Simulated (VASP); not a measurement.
Input of a VASP 6.6.1 run:

File INCAR:

```
SYSTEM = InSb
  PREC = Accurate
  ENCUT = 600
  EDIFF = 1E-7
  ISMEAR = 0
  SIGMA = 0.1
  LREAL = .False.
  LASPH = .True.
  NELM = 80
  ALGO = Normal
  ISIF = 3
  LWAVE = .False.
  LCHARG = .False.
  GGA = PE
  IBRION = 2
  NSW = 100
  EDIFFG = -0.005
```

KPOINTS

```
regular mesh
0
Gamma
  12 12 12
  0 0 0
```

File POSCAR:

```
InSb
1.0
    0.0000000000      3.0735130000      3.0735130000
    3.0735130000      0.0000000000      3.0735130000
    3.0735130000      3.0735130000      0.0000000000
In Sb
1 1
Direct
    0.0000000000      0.0000000000      0.0000000000
    0.5000000000      0.5000000000      0.5000000000
```

Potentials or basis: VASP PAW PBE potentials, release 64 (In_d, Sb).

Launch:

```console
$ cat potpaw_PBE.64/In_d/POTCAR potpaw_PBE.64/Sb/POTCAR > POTCAR
$ mpirun -np 1 vasp_std > vasp.out
```

(1) Estimate the relaxed cell.

(2) Estimate the band gap on the k mesh.

(3) Predict the relaxed volume.

Answers

(1) a = 4.348 Å, b = 4.348 Å, c = 4.348 Å, α = 60.00°, β = 60.00°, γ = 60.00°.

(2) zero (bands 9 and 10 overlap by 2.66 eV).

(3) 29.07 Å³/atom.

Caveat: spin-orbit coupling is left out, which moves the levels of the heavy elements.
